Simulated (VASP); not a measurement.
# TiAl (P4/mmm) in VASP: further runs, part 2 of 2

VASP 6.6.1. Earlier steps stand in the parts before.

## 3. Single point, PBEsol

This run uses another cell than the first one, of the same volume but with other edges.

The input, INCAR:

```
SYSTEM = TiAl
PREC = Accurate ; ENCUT = 520
EDIFF = 1E-6 ; ISMEAR = 0
SIGMA = 0.15 ; LREAL = .FALSE.
LASPH = .TRUE. ; NELM = 80
ALGO = Fast ; ISIF = 2
LWAVE = .FALSE. ; LCHARG = .TRUE.
GGA = PS ; LELF = .TRUE.
LVHAR = .TRUE. ; NBANDS = 14
```

The input, KPOINTS:

```
regular mesh
0
G
  16 16 16
  0 0 0
```

The input, POSCAR:

```
TiAl
1.0
    3.6699613079      0.0000000000      0.0000000000
    0.0000000000      3.6699613079      0.0000000000
    0.0000000000      0.0000000000      2.3854748501
Ti Al
1 1
Direct
    0.0000000000      0.0000000000      0.0000000000
    0.5000000000      0.5000000000      0.5000000000
```

Potentials or basis: VASP PAW PBE potentials, release 64 (Ti_sv, Al).

Started as:

```bash
> cat potpaw_PBE.64/Ti_sv/POTCAR potpaw_PBE.64/Al/POTCAR > POTCAR
> mpirun -np 1 vasp_std > vasp.out
```

OUTCAR:

```text
SYSTEM = TiAl
   PREC = Accurate
   ENCUT = 520
   EDIFF = 1E-6
   ISMEAR = 0
   LREAL = .FALSE.
   LASPH = .TRUE.
   NELM = 80
   ISIF = 2
   GGA = PS

 ion  position               nearest neighbor table
   1  0.000  0.000  0.000-   2 2.86   2 2.86   2 2.86   2 2.86   2 2.86   2 2.86   2 2.86   2 2.86

   2  0.500  0.500  0.500-   1 2.86   1 2.86   1 2.86   1 2.86   1 2.86   1 2.86   1 2.86   1 2.86

  LATTYP: Found a simple tetragonal cell.
 ALAT       =     3.6699613079
 C/A-ratio  =     0.6500000000

  Lattice vectors:

 A1 = (   3.6699613079,   0.0000000000,   0.0000000000)
 A2 = (   0.0000000000,   3.6699613079,   0.0000000000)
 A3 = (   0.0000000000,   0.0000000000,   2.3854748501)

Analysis of symmetry for initial positions (statically):
=====================================================================
 Subroutine PRICEL returns:
 Original cell was already a primitive cell.

 Routine SETGRP: Setting up the symmetry group for a
 simple tetragonal supercell.

 Subroutine GETGRP returns: Found 16 space group operations
 (whereof 16 operations were pure point group operations)
 out of a pool of 16 trial point group operations.

The static configuration has the point symmetry D_4h.

Analysis of symmetry for dynamics (positions and initial velocities):
=====================================================================
 Subroutine PRICEL returns:
 Original cell was already a primitive cell.

 Routine SETGRP: Setting up the symmetry group for a
 simple tetragonal supercell.

 Subroutine GETGRP returns: Found 16 space group operations
 (whereof 16 operations were pure point group operations)
 out of a pool of 16 trial point group operations.

The dynamic configuration has the point symmetry D_4h.

 Subroutine INISYM returns: Found 16 space group operations
 (whereof 16 operations are pure point group operations),
 and found     1 'primitive' translations

----------------------------------------------------------------------------------------

                                     Primitive cell

[... 117 lines left out ...]
   AEXX    =    0.0000 exact exchange contribution
   IVDW    =     0    specifies the selected vdW correction
   LEPSILON=     F    determine dielectric tensor
   LRPA    =     F    only Hartree local field effects (RPA)
 non-spin polarized calculation
 RMM-DIIS sequential band-by-band and
 Gauss-broadening in eV      SIGMA  =   0.15
  energy-cutoff  :      520.00
  volume of cell :       32.13
 maximum number of plane-waves:       892
 NGX is ok and might be reduce to    28

 number of electron      14.9999996 magnetization

 Free energy of the ion-electron system (eV)
  ---------------------------------------------------
  ext. energy  EPLUGINS =         0.00000000
  ---------------------------------------------------
  free energy    TOTEN  =       -12.48273267 eV

  energy without entropy =      -12.46167897  energy(sigma->0) =      -12.47220582

 E-fermi :   8.5014     XC(G=0): -11.1159

 val. band max:        8.5012929554   @ k =   0.3125   0.1250   0.1875
 cond. band min:       8.5037751045   @ k =   0.1875   0.1875   0.1875
 fundamental gap:      0.0024821491
 Fermi energy:         8.5013708024

 k-point     1 :       0.0000    0.0000    0.0000
  band No.  band energies     occupation
      1     -47.9710      2.00000
      2     -24.3612      2.00000
      3     -24.3612      2.00000
      4     -23.2359      2.00000
      5      -0.7767      2.00000
      6       6.7111      2.00000
      7       6.8665      2.00000
      8       9.0547      0.00000
      9       9.5442      0.00000
     10       9.5442      0.00000
     11      12.2483      0.00000
     12      12.2483      0.00000
     13      13.5460      0.00000
     14      16.6347      0.00000
[... 377 lines left out ...]
      1     -47.9681      2.00000
      2     -24.4079      2.00000
      3     -24.3636      2.00000
      4     -23.2344      2.00000
      5       1.2707      2.00000
      6       3.3754      2.00000
      7       6.7597      2.00000
      8       7.0925      2.00000
      9      10.1353      0.00000
     10      12.0779      0.00000
     11      12.2497      0.00000
     12      12.5821      0.00000
     13      13.5432      0.00000
     14      16.1944      0.00000

 [... further k-points ...]
[... 5 lines left out ...]
  --------------------------------------------------------------------------------------
  -------------------------------------------------------------------------------------
  Total       -1.3490772     -1.3490772      5.4614305      0.0000000      0.0000000      0.0000000
  in kB      -67.2743584    -67.2743584    272.3448600      0.0000000      0.0000000      0.0000000
  external PRESSURE =      45.9320478 kB  Pullay stress =       0.0000000 kB

 VOLUME and BASIS-vectors are now :
 -----------------------------------------------------------------------------
  energy-cutoff  :      520.00
  volume of cell :       32.13
      direct lattice vectors                 reciprocal lattice vectors
     3.669961308  0.000000000  0.000000000     0.272482437  0.000000000  0.000000000
     0.000000000  3.669961308  0.000000000     0.000000000  0.272482437  0.000000000
     0.000000000  0.000000000  2.385474850     0.000000000  0.000000000  0.419203749

 POSITION                                       TOTAL-FORCE (eV/Angst)
 -----------------------------------------------------------------------------------
      0.00000      0.00000      0.00000         0.000000      0.000000      0.000000
      1.83498      1.83498      1.19274         0.000000      0.000000      0.000000
 -----------------------------------------------------------------------------------
    total drift:                               -0.000000     -0.000000     -0.000000

  FREE ENERGIE OF THE ION-ELECTRON SYSTEM (eV)
  ---------------------------------------------------
  free  energy   TOTEN  =       -12.4827326669 eV

  energy  without entropy=      -12.4616789656  energy(sigma->0) =      -12.47220582
```

OSZICAR:

```text
N       E                     dE             d eps       ncg     rms          rms(c)
DAV:   1     0.100870610708E+03    0.10087E+03   -0.71211E+03 11352   0.109E+03
DAV:   2    -0.795136007074E+01   -0.10882E+03   -0.10408E+03 11784   0.299E+02
DAV:   3    -0.136305297460E+02   -0.56792E+01   -0.55077E+01 16908   0.658E+01
[... 16 lines left out ...]
RMM:  20    -0.124827274307E+02   -0.36492E-05   -0.36327E-05 11697   0.234E-02    0.556E-03
RMM:  21    -0.124827296370E+02   -0.22063E-05   -0.23531E-05 11035   0.166E-02    0.383E-03
RMM:  22    -0.124827311013E+02   -0.14643E-05   -0.15665E-05  9646   0.130E-02    0.281E-03
RMM:  23    -0.124827320282E+02   -0.92692E-06   -0.10581E-05  9629   0.110E-02    0.910E-04
RMM:  24    -0.124827326669E+02   -0.63870E-06   -0.75906E-06  9632   0.103E-02
   1 F= -.12482733E+02 E0= -.12472206E+02  d E =-.210537E-01
```

stdout:

```text
POSCAR found type information on POSCAR TiAl
 POSCAR found :  2 types and       2 ions
 scaLAPACK will be used
 -----------------------------------------------------------------------------
|                                                                             |
|                                                                             |
|     You enforced a specific xc type in the INCAR file but a different       |
|     I HOPE YOU KNOW WHAT YOU ARE DOING!                                     |
|                                                                             |
 -----------------------------------------------------------------------------

 LDA part: xc-table for (Slater+PW92), standard interpolation
 POSCAR, INCAR and KPOINTS ok, starting setup
 FFT: planning ... GRIDC
 FFT: planning ... GRID_SOFT
 FFT: planning ... GRID
 WAVECAR not read
 entering main loop
WARNING in EDDRMM: call to ZHEGV failed, returncode =   6  3     12
WARNING in EDDRMM: call to ZHEGV failed, returncode =   6  3     14
WARNING in EDDRMM: call to ZHEGV failed, returncode =   8  4     11
WARNING in EDDRMM: call to ZHEGV failed, returncode =   6  3      8
WARNING in EDDRMM: call to ZHEGV failed, returncode =   6  3     12
WARNING in EDDRMM: call to ZHEGV failed, returncode =   6  3      8
WARNING in EDDRMM: call to ZHEGV failed, returncode =   8  4     14
```

It took 2.3 min on 1 thread of AMD EPYC 9R45 (Zen 5), shared host; peak memory 0.26 GiB.

What came out:

- Free energy: -12.4827 eV
- Pressure: 4.6 GPa
- Band gap on the k mesh: zero (an odd number of electrons rules out a gap without spin polarisation)

Caveat: the cell stands under pressure; the PAW data sets were made with another functional, which shifts forces and pressure a little.

## 4. Single point, PBEsol

This run uses another cell than the first one, of the same volume but with other edges.

The input, INCAR:

```
PREC = Accurate
ENCUT = 520
EDIFF = 1E-6
ISMEAR = 0
SIGMA = 0.15
LREAL = F
LASPH = T
NELM = 60
ALGO = Fast
ISIF = 2
LWAVE = F
LCHARG = T
GGA = PS
LELF = T
LVHAR = T
NBANDS = 14
```

The input, KPOINTS:

```
regular mesh
0
Gamma
  16 16 16
```

The input, POSCAR:

```
TiAl
1.0
    2.7771682065      0.0000000000      0.0000000000
    0.0000000000      2.7771682065      0.0000000000
    0.0000000000      0.0000000000      4.1657523098
Ti Al
1 1
Direct
    0.0000000000      0.0000000000      0.0000000000
    0.5000000000      0.5000000000      0.5000000000
```

Potentials or basis: VASP PAW PBE potentials, release 64 (Ti_sv, Al).

Started as:

```bash
> cat potpaw_PBE.64/Ti_sv/POTCAR potpaw_PBE.64/Al/POTCAR > POTCAR
> mpirun -np 1 vasp_std > vasp.out
```

OUTCAR:

```text
PREC = Accurate
   ENCUT = 520
   EDIFF = 1E-6
   ISMEAR = 0
   LREAL = F
   LASPH = T
   NELM = 60
   ISIF = 2
   GGA = PS

 ion  position               nearest neighbor table
   1  0.000  0.000  0.000-   2 2.86   2 2.86   2 2.86   2 2.86   2 2.86   2 2.86   2 2.86   2 2.86

   2  0.500  0.500  0.500-   1 2.86   1 2.86   1 2.86   1 2.86   1 2.86   1 2.86   1 2.86   1 2.86

  LATTYP: Found a simple tetragonal cell.
 ALAT       =     2.7771682065
 C/A-ratio  =     1.5000000000

  Lattice vectors:

[... 588 lines left out ...]
      9       9.5689      0.00000
     10      10.1776      0.00000
     11      12.7484      0.00000
     12      14.1510      0.00000
     13      14.2714      0.00000
     14      16.1152      0.00000

 [... further k-points ...]
[... 5 lines left out ...]
  --------------------------------------------------------------------------------------
  -------------------------------------------------------------------------------------
  Total       -0.1769184     -0.1769184     -0.8781356      0.0000000      0.0000000      0.0000000
  in kB       -8.8223779     -8.8223779    -43.7899388      0.0000000      0.0000000      0.0000000
  external PRESSURE =     -20.4782315 kB  Pullay stress =       0.0000000 kB

 VOLUME and BASIS-vectors are now :
 -----------------------------------------------------------------------------
  energy-cutoff  :      520.00
  volume of cell :       32.13
      direct lattice vectors                 reciprocal lattice vectors
     2.777168206  0.000000000  0.000000000     0.360079018  0.000000000  0.000000000
     0.000000000  2.777168206  0.000000000     0.000000000  0.360079018  0.000000000
     0.000000000  0.000000000  4.165752310     0.000000000  0.000000000  0.240052679

 POSITION                                       TOTAL-FORCE (eV/Angst)
 -----------------------------------------------------------------------------------
      0.00000      0.00000      0.00000         0.000000      0.000000      0.000000
      1.38858      1.38858      2.08288         0.000000      0.000000      0.000000
 -----------------------------------------------------------------------------------
    total drift:                               -0.000000      0.000000      0.000000

  FREE ENERGIE OF THE ION-ELECTRON SYSTEM (eV)
  ---------------------------------------------------
  free  energy   TOTEN  =       -13.2472682168 eV

  energy  without entropy=      -13.2258416855  energy(sigma->0) =      -13.23655495
```

OSZICAR:

```text
N       E                     dE             d eps       ncg     rms          rms(c)
DAV:   1     0.987628175319E+02    0.98763E+02   -0.70792E+03 11346   0.109E+03
DAV:   2    -0.922995030872E+01   -0.10799E+03   -0.10382E+03 11736   0.300E+02
DAV:   3    -0.147449943267E+02   -0.55150E+01   -0.53743E+01 17242   0.651E+01
[... 17 lines left out ...]
RMM:  21    -0.132472625723E+02   -0.29583E-05   -0.28532E-05 12957   0.230E-02    0.399E-03
RMM:  22    -0.132472652227E+02   -0.26503E-05   -0.26296E-05 12981   0.218E-02    0.113E-03
RMM:  23    -0.132472665016E+02   -0.12789E-05   -0.12602E-05 11051   0.147E-02    0.437E-04
RMM:  24    -0.132472676163E+02   -0.11146E-05   -0.11590E-05  9890   0.116E-02    0.537E-04
RMM:  25    -0.132472682168E+02   -0.60055E-06   -0.59947E-06  9575   0.977E-03
   1 F= -.13247268E+02 E0= -.13236555E+02  d E =-.214265E-01
```

stdout:

```text
POSCAR found type information on POSCAR TiAl
 POSCAR found :  2 types and       2 ions
 scaLAPACK will be used
 -----------------------------------------------------------------------------
|                                                                             |
|                                                                             |
|     You enforced a specific xc type in the INCAR file but a different       |
|     I HOPE YOU KNOW WHAT YOU ARE DOING!                                     |
|                                                                             |
 -----------------------------------------------------------------------------

 LDA part: xc-table for (Slater+PW92), standard interpolation
 POSCAR, INCAR and KPOINTS ok, starting setup
 FFT: planning ... GRIDC
 FFT: planning ... GRID_SOFT
 FFT: planning ... GRID
 WAVECAR not read
 entering main loop
WARNING in EDDRMM: call to ZHEGV failed, returncode =   6  3     12
WARNING in EDDRMM: call to ZHEGV failed, returncode =   8  4      8
WARNING in EDDRMM: call to ZHEGV failed, returncode =   6  3      5
WARNING in EDDRMM: call to ZHEGV failed, returncode =   8  4     12
WARNING in EDDRMM: call to ZHEGV failed, returncode =   6  3      4
WARNING in EDDRMM: call to ZHEGV failed, returncode =   8  4      5
WARNING in EDDRMM: call to ZHEGV failed, returncode =   8  4      2
WARNING in EDDRMM: call to ZHEGV failed, returncode =   6  3     10
WARNING in EDDRMM: call to ZHEGV failed, returncode =   6  3      9
WARNING in EDDRMM: call to ZHEGV failed, returncode =   6  3     11
WARNING in EDDRMM: call to ZHEGV failed, returncode =   8  4      5
WARNING in EDDRMM: call to ZHEGV failed, returncode =   6  3     13
```

Wall time 2.7 min (1 thread of AMD EPYC 9R45 (Zen 5), shared host); peak memory 0.27 GiB.

What came out:

```yaml
Free_energy: -13.2473 eV
Pressure: -2.0 GPa
Band_gap_on_the_k_mesh: zero (an odd number of electrons rules out a gap without spin polarisation)
```

Levels at points of the mesh, in eV from the Fermi level:
| k point | band 6 | band 7 | band 8 | band 9 | band 10 | band 11 |
| --- | --- | --- | --- | --- | --- | --- |
| (0.00, 0.00, 0.00) | -2.01 | -0.86 | -0.74 | 2.28 | 2.28 | 3.46 |
| (0.50, 0.00, 0.00) | -4.43 | -1.86 | -0.29 | 1.84 | 2.65 | 4.64 |
| (0.50, 0.50, 0.00) | -0.31 | -0.30 | -0.30 | -0.26 | -0.26 | 4.45 |
| (0.00, 0.00, 0.50) | -5.34 | -0.72 | 0.38 | 1.99 | 1.99 | 3.47 |
| (0.50, 0.00, 0.50) | -3.03 | -1.20 | -1.05 | 1.21 | 1.87 | 2.47 |
| (0.50, 0.50, 0.50) | -2.16 | -2.16 | 2.01 | 2.10 | 2.69 | 4.36 |

Caveat: the PAW data sets were made with another functional, which shifts forces and pressure a little.

## 5. Summary

```csv
cell,further INCAR settings,gap on the mesh (eV),pressure (GPa)
"a = 3.080, b = 3.080, c = 3.388 Å, 2 atoms",ALGO = Fast; EDIFF = 1e-07; NBANDS = 14,none,-2.3
"a = 3.670, b = 3.670, c = 2.385 Å, 2 atoms",ALGO = Fast; EDIFF = 1e-06; NBANDS = 14,none,4.6
"a = 2.777, b = 2.777, c = 4.166 Å, 2 atoms",ALGO = Fast; EDIFF = 1e-06; NBANDS = 14,none,-2.0
```

Alike in all rows: task single point; level PBEsol; potentials or basis VASP PAW PBE potentials, release 64 (Ti_sv, Al); no spin polarisation; k mesh 16 × 16 × 16; cutoff (eV) 520; smearing gaussian 0.15 eV.

Caveats: the PAW data sets were made with another functional, which shifts forces and pressure a little; the cell stands under pressure (at least some runs).

Total energies depend on the potentials used, so only differences within one code and one set of settings carry meaning.
